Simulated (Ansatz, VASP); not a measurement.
## BN: VASP beside Ansatz

```xyz
4
Lattice="2.5360 0.0000 0.0000 -1.2680 2.1962 0.0000 0.0000 0.0000 4.1990" Properties=species:S:1:pos:R:3 pbc="T T T"
B     1.2680    0.7321    0.0000
B     0.0000    1.4642    2.0995
N     1.2680    0.7321    1.5746
N     0.0000    1.4642    3.6741
```

Alike in both runs: task single point; functional PBE; k mesh 8 × 8 × 4; no spin polarisation.

|  | VASP | Ansatz |
| --- | --- | --- |
| version | VASP 6.6.1 | Ansatz 0.2.0 |
| potentials or method | VASP PAW PBE potentials, release 64 (B, N), cutoff 600 eV | plane waves, PAW |
| occupations | gaussian, width 0.01 eV | fixed |
| valence electrons in the cell | 16 | 16 |

VASP gave:

```
pressure (GPa)                                                : 8.0
traceless stress, the component that is largest in VASP (GPa) : -0.81
```

Question: What did Ansatz give for the same quantities?

Answer: Pressure (GPa): 8.0; traceless stress, the component that is largest in VASP (GPa): -0.80.

Ansatz's warnings: stress scf threshold loose.
